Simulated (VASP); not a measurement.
# Al2CdSi2 (P6/mmm) in VASP: a series of runs

The runs below take Al2CdSi2 through single point, relaxation of cell and atoms, with PBE.

Program: VASP 6.6.1. These are calculated values, not measurements. Logs are shortened: lines on timing, memory, paths and dates and some standing lists are left out, and cuts for length are marked.

### 1 The cell of the first run

Symmetry: P6/mmm, No. 191, hexagonal system. Conventional cell: a = 4.709 Å, b = 4.709 Å, c = 8.081 Å, α = 90.00°, β = 90.00°, γ = 120.00°. Al (site symmetry 6mm) has 1 Cd at 2.69 Å and 1 Al at 2.70 Å within 3.5 Å. Within 3.5 Å of Cd (site symmetry 6/mmm) lie 2 Al at 2.69 Å and 6 Si at 2.72 Å. Si (site symmetry -6m2) has 3 Cd at 2.72 Å and 3 Si at 2.72 Å within 3.6 Å.

### 2 Single point, PBE

The input, INCAR:

```
PREC = Accurate ; ENCUT = 520
EDIFF = 1E-7 ; ISMEAR = 0
SIGMA = 0.1 ; LREAL = F
LASPH = T ; NELM = 100
ALGO = Normal ; ISIF = 2
LWAVE = F ; LCHARG = F
GGA = PE ; NBANDS = 21
```

The input, KPOINTS:

```
regular mesh
0
Gamma
  9 9 6
```

The input, POSCAR:

```
Al2CdSi2
1.0
    4.7085948481      0.0000000000      0.0000000000
   -2.3542974240      4.0777627546      0.0000000000
    0.0000000000      0.0000000000      8.0809631266
Al Cd Si
2 1 2
Direct
    0.0000000000      0.0000000000      0.6668879659
    0.0000000000      0.0000000000      0.3331120341
    0.0000000000      0.0000000000      0.0000000000
    0.3333333333      0.6666666667      0.0000000000
    0.6666666667      0.3333333333      0.0000000000
```

Potentials or basis: VASP PAW PBE potentials, release 64 (Al, Cd, Si).

On the command line:

```sh
$ cat potpaw_PBE.64/Al/POTCAR potpaw_PBE.64/Cd/POTCAR potpaw_PBE.64/Si/POTCAR > POTCAR
$ mpirun -np 1 vasp_std > vasp.out
```

OUTCAR:

```text
PREC = Accurate
   ENCUT = 520
   EDIFF = 1E-7
   ISMEAR = 0
   LREAL = F
   LASPH = T
   NELM = 100
   ISIF = 2
   GGA = PE

 ion  position               nearest neighbor table
   1  0.000  0.000  0.667-   3 2.69   2 2.70
   2  0.000  0.000  0.333-   3 2.69   1 2.70
   3  0.000  0.000  0.000-   1 2.69   2 2.69   4 2.72   5 2.72   4 2.72   5 2.72   5 2.72   4 2.72

   4  0.333  0.667  0.000-   3 2.72   5 2.72   5 2.72   3 2.72   3 2.72   5 2.72
   5  0.667  0.333  0.000-   3 2.72   4 2.72   4 2.72   3 2.72   3 2.72   4 2.72

  LATTYP: Found a hexagonal cell.
 ALAT       =     4.7085948481
 C/A-ratio  =     1.7162154289

  Lattice vectors:

 A1 = (   4.7085948481,   0.0000000000,   0.0000000000)
 A2 = (  -2.3542974240,   4.0777627546,   0.0000000000)
 A3 = (   0.0000000000,   0.0000000000,   8.0809631266)

Analysis of symmetry for initial positions (statically):
=====================================================================
 Subroutine PRICEL returns:
 Original cell was already a primitive cell.

 Routine SETGRP: Setting up the symmetry group for a
 hexagonal supercell.

 Subroutine GETGRP returns: Found 24 space group operations
 (whereof 24 operations were pure point group operations)
 out of a pool of 24 trial point group operations.

The static configuration has the point symmetry D_6h.

Analysis of symmetry for dynamics (positions and initial velocities):
=====================================================================
 Subroutine PRICEL returns:
 Original cell was already a primitive cell.

 Routine SETGRP: Setting up the symmetry group for a
 hexagonal supercell.

 Subroutine GETGRP returns: Found 24 space group operations
 (whereof 24 operations were pure point group operations)
 out of a pool of 24 trial point group operations.

The dynamic configuration has the point symmetry D_6h.

 Subroutine INISYM returns: Found 24 space group operations
 (whereof 24 operations are pure point group operations),
 and found     1 'primitive' translations

----------------------------------------------------------------------------------------

                                     Primitive cell

  volume of cell :     155.1588

  direct lattice vectors                    reciprocal lattice vectors
     4.708594848  0.000000000  0.000000000     0.212377584  0.122616256  0.000000000
    -2.354297424  4.077762755  0.000000000     0.000000000  0.245232511  0.000000000
     0.000000000  0.000000000  8.080963127     0.000000000  0.000000000  0.123747626

  length of vectors
     4.708594848  4.708594848  8.080963127     0.245232511  0.245232511  0.123747626

  position of ions in fractional coordinates (direct lattice)
     0.000000000  0.000000000  0.666887966
     0.000000000  0.000000000  0.333112034
     0.000000000  0.000000000  0.000000000
     0.333333333  0.666666667  0.000000000
     0.666666667  0.333333333  0.000000000

  ion indices of the primitive-cell ions
   primitive index   ion index
                 1           1
                 2           2
                 3           3
                 4           4
                 5           5

----------------------------------------------------------------------------------------

 KPOINTS: regular mesh

Automatic generation of k-mesh.
 Grid dimensions read from file:
 generate k-points for:    9    9    6

 Generating k-lattice:

  Cartesian coordinates                     Fractional coordinates (reciprocal lattice)
     0.023597509  0.013624028  0.000000000     0.111111111 -0.000000000  0.000000000
     0.000000000  0.027248057  0.000000000     0.000000000  0.111111111  0.000000000
     0.000000000  0.000000000  0.020624604     0.000000000  0.000000000  0.166666667

  Length of vectors
     0.027248057  0.027248057  0.020624604

  Shift w.r.t. Gamma in fractional coordinates (k-lattice)
     0.000000000  0.000000000  0.000000000

 Subroutine IBZKPT returns following result:
 ===========================================

 Found     48 irreducible k-points:

 Following reciprocal coordinates:
            Coordinates               Weight
  0.000000  0.000000  0.000000      1.000000
  0.111111  0.000000  0.000000      6.000000
  0.222222 -0.000000  0.000000      6.000000
  0.333333  0.000000  0.000000      6.000000
  0.444444 -0.000000  0.000000      6.000000
  0.111111  0.111111  0.000000      6.000000
[... 16 lines left out ...]
  0.333333  0.222222  0.166667     24.000000
  0.333333  0.333333  0.166667      4.000000
 [... further k-points ...]
   k-points           NKPTS =     48   k-points in BZ     NKDIM =     48   number of bands    NBANDS=     21
   number of dos      NEDOS =    301   number of ions     NIONS =      5
   total plane-waves  NPLWV =  77760
   dimension x,y,z NGX =    36 NGY =   36 NGZ =   60
   dimension x,y,z NGXF=    72 NGYF=   72 NGZF=  120
   ions per type =               2   1   2
   NGX,Y,Z   is equivalent  to a cutoff of  12.71, 12.71, 12.34 a.u.
   NGXF,Y,Z  is equivalent  to a cutoff of  25.42, 25.42, 24.69 a.u.
 SYSTEM =  unknown system
   PREC   = accura    normal or accurate (medium, high low for compatibility)
   ISTART =      0    job   : 0-new  1-cont  2-samecut
   ICHARG =      2    charge: 1-file 2-atom 10-const
   ISPIN  =      1    spin polarized calculation?
   LNONCOLLINEAR =      F non collinear calculations
   LSORBIT =      F    spin-orbit coupling
   LASPH  =      T    aspherical Exc in radial PAW
   ENCUT  =  520.0 eV  38.22 Ry    6.18 a.u.   8.75  8.75 15.03*2*pi/ulx,y,z
   NELM   =    100;   NELMIN=  2; NELMDL= -5     # of ELM steps
   EDIFF  = 0.1E-06   stopping-criterion for ELM
   LREAL  =      F    real-space projection
   EDIFFG = 0.1E-05   stopping-criterion for IOM
   NSW    =      0    number of steps for IOM
   IBRION =     -1    ionic relax: 0-MD 1-quasi-New 2-CG
   NFREE  =      0    steps in history (QN), initial steepest desc. (CG)
   ISIF   =      2    stress and relaxation
   ISYM   =      2    0-nonsym 1-usesym 2-fastsym
   POTIM  = 0.5000    time-step for ionic-motion
   TEBEG  =    0.0;   TEEND  =   0.0 temperature during run
   PSTRESS=    0.0 pullay stress
   NELECT =      26.0000    total number of electrons
   NUPDOWN=      -1.0000    fix difference up-down
   EMIN   =  10.00;   EMAX   =-10.00  energy-range for DOS
   EFERMI =   0.00;   METHOD = LEGACY
   ISMEAR =     0;   SIGMA  =   0.10  broadening in eV -4-tet -1-fermi 0-gaus
   EFERMI_NEDOS =   21; number of points for ismear=-14 and -15
   IALGO  =     38    algorithm
   IMIX   =      4    mixing-type and parameters
     AMIX     =   0.40;   BMIX     =  1.00
     AMIX_MAG =   1.60;   BMIX_MAG =  1.00
  volume/ion in A,a.u.               =      31.03       209.41
  Fermi-wavevector in a.u.,A,eV,Ry     =   0.902555  1.705582 11.083388  0.814606
  Thomas-Fermi vector in A             =   2.025773
   LORBIT       =      0    0 simple, 1 ext, 2 COOP (PROOUT), +10 PAW based schemes
   GGA     = PE    functional components
   LHFCALC =     F    Hartree Fock is set to
   AEXX    =    0.0000 exact exchange contribution
   IVDW    =     0    specifies the selected vdW correction
   LEPSILON=     F    determine dielectric tensor
   LRPA    =     F    only Hartree local field effects (RPA)
 non-spin polarized calculation
 Gauss-broadening in eV      SIGMA  =   0.10
  energy-cutoff  :      520.00
  volume of cell :      155.16
 maximum number of plane-waves:      4208
 NGX is ok and might be reduce to    36
   NGX = 17   NGY = 17   NGZ = 31

 number of electron      25.9999991 magnetization

 Free energy of the ion-electron system (eV)
  ---------------------------------------------------
  ext. energy  EPLUGINS =         0.00000000
  ---------------------------------------------------
  free energy    TOTEN  =       -13.39383913 eV

  energy without entropy =      -13.38159908  energy(sigma->0) =      -13.38771910

 E-fermi :   2.3698     XC(G=0):  -7.9635

 val. band max:        2.3659612011   @ k =   0.1111   0.0000   0.0000
 cond. band min:       2.3750940540   @ k =   0.1111   0.0000   0.1667
 fundamental gap:      0.0091328529
 Fermi energy:         2.3697879130

 k-point     1 :       0.0000    0.0000    0.0000
  band No.  band energies     occupation
      1      -8.5708      2.00000
      2      -7.0904      2.00000
      3      -7.0904      2.00000
      4      -6.7809      2.00000
      5      -6.7148      2.00000
      6      -6.7148      2.00000
[... 13 lines left out ...]
     20       5.8863      0.00000
     21       5.8925      0.00000

 k-point     2 :       0.1111    0.0000    0.0000
  band No.  band energies     occupation
      1      -8.4648      2.00000
      2      -7.1140      2.00000
      3      -7.0684      2.00000
      4      -6.7758      2.00000
      5      -6.7231      2.00000
      6      -6.7162      2.00000
[... 13 lines left out ...]
     20       5.2179      0.00000
     21       5.6928      0.00000

 k-point     3 :       0.2222   -0.0000    0.0000
  band No.  band energies     occupation
      1      -8.1619      2.00000
      2      -7.1666      2.00000
      3      -7.0109      2.00000
      4      -6.7571      2.00000
      5      -6.7435      2.00000
      6      -6.7199      2.00000
[... 13 lines left out ...]
     20       5.3381      0.00000
     21       6.3360      0.00000
[... 457 lines left out ...]
 k-point    23 :       0.3333    0.2222    0.1667
  band No.  band energies     occupation
      1      -7.3556      2.00000
      2      -7.1956      2.00000
      3      -7.0236      2.00000
      4      -6.7702      2.00000
      5      -6.7435      2.00000
      6      -5.9955      2.00000
[... 13 lines left out ...]
     20       6.0279      0.00000
     21       7.2044      0.00000

 k-point    24 :       0.3333    0.3333    0.1667
  band No.  band energies     occupation
      1      -7.2384      2.00000
      2      -7.2384      2.00000
      3      -7.0800      2.00000
      4      -6.7590      2.00000
      5      -6.7590      2.00000
      6      -5.2882      2.00000
[... 13 lines left out ...]
     20       5.5456      0.00000
     21       7.1805      0.00000

 [... further k-points ...]

------------------------ aborting loop because EDIFF is reached ----------------------------------------

  FORCE on cell =-STRESS in cart. coord.  units (eV):
  Direction    XX          YY          ZZ          XY          YZ          ZX
  --------------------------------------------------------------------------------------
  -------------------------------------------------------------------------------------
  Total        0.1132686      0.1132686     -0.0017120      0.0000000      0.0000000      0.0000000
  in kB        1.1696171      1.1696171     -0.0176779      0.0000000      0.0000000      0.0000000
  external PRESSURE =       0.7738521 kB  Pullay stress =       0.0000000 kB

 VOLUME and BASIS-vectors are now :
 -----------------------------------------------------------------------------
  energy-cutoff  :      520.00
  volume of cell :      155.16
      direct lattice vectors                 reciprocal lattice vectors
     4.708594848  0.000000000  0.000000000     0.212377584  0.122616256  0.000000000
    -2.354297424  4.077762755  0.000000000     0.000000000  0.245232511  0.000000000
     0.000000000  0.000000000  8.080963127     0.000000000  0.000000000  0.123747626

 POSITION                                       TOTAL-FORCE (eV/Angst)
 -----------------------------------------------------------------------------------
      0.00000      0.00000      5.38910         0.000000      0.000000     -0.005074
      0.00000      0.00000      2.69187        -0.000000     -0.000000      0.005074
      0.00000      0.00000      0.00000        -0.000000      0.000000      0.000000
     -0.00000      2.71851      0.00000         0.000000     -0.000000     -0.000000
      2.35430      1.35925      0.00000        -0.000000      0.000000      0.000000
 -----------------------------------------------------------------------------------
    total drift:                                0.000000     -0.000000      0.000000

  FREE ENERGIE OF THE ION-ELECTRON SYSTEM (eV)
  ---------------------------------------------------
  free  energy   TOTEN  =       -13.3938391250 eV

  energy  without entropy=      -13.3815990813  energy(sigma->0) =      -13.38771910
```

It took 59 s on 1 thread of Intel Xeon 6975P-C (Granite Rapids), shared host; peak memory 0.36 GiB.

Results:

```
Free energy            : -13.3938 eV
Pressure               : 0.1 GPa
Largest force          : 0.005 eV/Å
Band gap on the k mesh : zero (band 13 reaches 2.71 eV, above the bottom of band 14 at 1.48 eV)
```

Forces in eV/Å, atoms in the order of the input:
```
Al   0.000  0.000 -0.005
Al   0.000  0.000  0.005
Cd   0.000  0.000  0.000
Si   0.000  0.000  0.000
Si   0.000  0.000  0.000
```

Levels at points of the mesh, in eV from the Fermi level:
```csv
k point,band 10,band 11,band 12,band 13,band 14,band 15,band 16,band 17
"(0.00, 0.00, 0.00)",-1.44,-1.44,-0.90,-0.90,-0.34,-0.04,2.35,2.35
"(0.00, 0.00, 0.50)",-2.76,-1.44,-1.44,-0.87,-0.87,1.07,1.77,1.94
```

### 3 Relaxation of cell and atoms, PBE

This run uses another cell than the first one, of 31.52 Å³/atom, 1.016 times its volume.

The input, INCAR:

```
PREC     = Accurate       # precision mode
ENCUT    = 600            # plane-wave cutoff, eV
EDIFF    = 1E-6           # SCF threshold, eV
ISMEAR   = 0              # smearing method
SIGMA    = 0.1            # smearing width, eV
LREAL    = F              # projectors in reciprocal space
LASPH    = T              # aspherical terms in the spheres
NELM     = 100            # most SCF steps
ALGO     = Normal         # electronic algorithm
ISIF     = 3              # what is computed and relaxed
LWAVE    = F              # write WAVECAR
LCHARG   = F              # write CHGCAR
GGA      = PE             # functional
IBRION   = 2              # ionic algorithm
NSW      = 100            # ionic steps
EDIFFG   = -0.01          # ionic threshold
```

The input, KPOINTS:

```
Automatic mesh
0
Gamma
  9 9 6
```

The input, POSCAR:

```
Al2CdSi2
1.0
    4.7222823376      0.0000000000      0.0000000000
   -2.3611411688      4.0896164682      0.0000000000
    0.0000000000      0.0000000000      8.1601045063
Al Cd Si
2 1 2
Direct
    0.0000000000      0.0000000000      0.6663859994
    0.0000000000      0.0000000000      0.3336140006
    0.0000000000      0.0000000000      0.0000000000
    0.3333333333      0.6666666667      0.0000000000
    0.6666666667      0.3333333333      0.0000000000
```

Potentials or basis: VASP PAW PBE potentials, release 64 (Al, Cd, Si).

On the command line:

```sh
$ cat potpaw_PBE.64/Al/POTCAR potpaw_PBE.64/Cd/POTCAR potpaw_PBE.64/Si/POTCAR > POTCAR
$ mpirun -np 1 vasp_std > vasp.out
```

It took 4.1 min on 1 thread of Intel Xeon 6975P-C (Granite Rapids), shared host; peak memory 0.46 GiB.

Results (log left out):

| Quantity | Value |
| --- | --- |
| Free energy | -13.3941 eV |
| Relaxed volume | 31.08 Å³/atom |
| Relaxed cell | a = 4.712 Å, b = 4.712 Å, c = 8.082 Å, α = 90.00°, β = 90.00°, γ = 120.00° |
| Space group after relaxing (to 0.05 Å) | P6/mmm (No. 191) |
| Energy gained by relaxing | 0.7 meV/atom |
| Ionic steps | 5 |
| Pressure after relaxing | 0.0 GPa |
| Band gap on the k mesh | zero (band 13 reaches 2.70 eV, above the bottom of band 14 at 1.47 eV) |

The path:
| step | energy change (eV) | largest force (eV/Å) | pressure (GPa) | volume (Å³) |
| --- | --- | --- | --- | --- |
| 1 | 0.0000 | 0.0436 | -0.35 | 157.59 |
| 2 | -0.0029 | 0.0175 | -0.08 | 156.01 |
| 3 | -0.0032 | 0.0038 | 0.06 | 155.24 |
| 4 | -0.0032 | 0.0047 | 0.05 | 155.29 |
| 5 | -0.0035 | 0.0019 | 0.01 | 155.39 |

Final structure:
```yaml
crystal:
  lattice:
    - [4.71168, 0.00000, 0.00000]
    - [-2.35584, 4.08044, 0.00000]
    - [0.00000, 0.00000, 8.08222]
  atoms:
    - { symbol: Al, position: [0.00000, 0.00000, 0.66682] }
    - { symbol: Al, position: [0.00000, 0.00000, 0.33318] }
    - { symbol: Cd, position: [0.00000, 0.00000, 0.00000] }
    - { symbol: Si, position: [0.33333, 0.66667, 0.00000] }
    - { symbol: Si, position: [0.66667, 0.33333, 0.00000] }
```

Levels at points of the mesh, in eV from the Fermi level:
```tsv
k point	band 9	band 10	band 11	band 12	band 13	band 14	band 15	band 16	band 17
(0.00, 0.00, 0.00)	-3.16	-1.44	-1.44	-0.90	-0.90	-0.35	-0.04	2.35	2.35
(0.00, 0.00, 0.50)	-2.88	-2.76	-1.44	-1.44	-0.86	-0.86	1.07	1.76	1.94
```

### 4 Single point, PBE

This run uses another cell than the first one, of 17.35 Å³/atom, 0.559 times its volume.

The input, INCAR:

```
PREC = Accurate
ENCUT = 520
EDIFF = 1E-7
ISMEAR = 0
SIGMA = 0.1
LREAL = F
LASPH = T
NELM = 100
ALGO = Normal
ISIF = 2
LWAVE = F
LCHARG = F
GGA = PE
NBANDS = 21
```

The input, KPOINTS:

```
regular mesh
0
Gamma
  6 6 2
```

The input, POSCAR:

```
Al2CdSi2
1.0
    3.4698884700      0.0000000000      0.0000000000
   -1.7349442300      3.0050115600      0.0000000000
    0.0000000000      0.0000000000      8.3219147200
Al Cd Si
2 1 2
Direct
    0.0000000000      0.0000000000      0.6509187000
    0.0000000000      0.0000000000      0.3490813000
    0.0000000000      0.0000000000      0.0000000000
    0.3333333300      0.6666666700      0.0000000000
    0.6666666700      0.3333333300      0.0000000000
```

On the command line:

```sh
$ cat potpaw_PBE.64/Al/POTCAR potpaw_PBE.64/Cd/POTCAR potpaw_PBE.64/Si/POTCAR > POTCAR
$ mpirun -np 1 vasp_std > vasp.out
```

Wall time 15 s (1 thread of Intel Xeon 6975P-C (Granite Rapids), shared host); peak memory 0.22 GiB.

Results (log left out):

| Item | Value |
| --- | --- |
| Free energy | 4.1674 eV |
| Pressure | 104.3 GPa |
| Largest force | 0.082 eV/Å |
| Band gap on the k mesh | zero (band 13 reaches 8.37 eV, above the bottom of band 14 at 6.01 eV) |

Forces in eV/Å, atoms in the order of the input:
```
Al   0.000  0.000 -0.082
Al   0.000  0.000  0.082
Cd   0.000  0.000  0.000
Si   0.000  0.000  0.000
Si   0.000  0.000  0.000
```

Stress tensor (GPa, compression positive):
```
150.42   0.00   0.00
  0.00 150.42   0.00
  0.00   0.00  12.12
```

Levels at points of the mesh, in eV from the Fermi level:
```tsv
k point	band 11	band 12	band 13	band 14	band 15	band 16
(0.00, 0.00, 0.00)	-2.11	-1.35	-1.26	-1.26	1.54	5.16
(0.50, 0.00, 0.00)	-3.38	-2.74	-0.51	0.03	1.10	1.41
(0.00, 0.00, 0.50)	-2.11	-1.26	-1.26	0.58	1.54	3.37
(0.50, 0.00, 0.50)	-3.34	-1.68	-1.33	-1.00	-0.30	1.97
```

Caveat: the k points lie up to 0.38 Å⁻¹ apart.

### 5 Overview

```tsv
task	cell	k mesh	cutoff (eV)	gap on the mesh (eV)	pressure (GPa)	largest force (eV/Å)
single point	a = 4.709, b = 4.709, c = 8.081 Å, angles 90.0, 90.0, 120.0°, 5 atoms	9 × 9 × 6	520	none	0.1	0.01
relaxation of cell and atoms	relaxed from a = 4.722, b = 4.722, c = 8.160 Å, angles 90.0, 90.0, 120.0°, 5 atoms	9 × 9 × 6	600	none	0.0	-
single point	a = 3.470, b = 3.470, c = 8.322 Å, angles 90.0, 90.0, 120.0°, 5 atoms	6 × 6 × 2	520	none	104.3	0.08
```

Alike in all rows: level PBE; potentials or basis VASP PAW PBE potentials, release 64 (Al, Cd, Si); no spin polarisation; smearing gaussian 0.1 eV.

Caveats: some runs use coarse meshes.

Absolute energies hang on the potentials; compare differences alone.
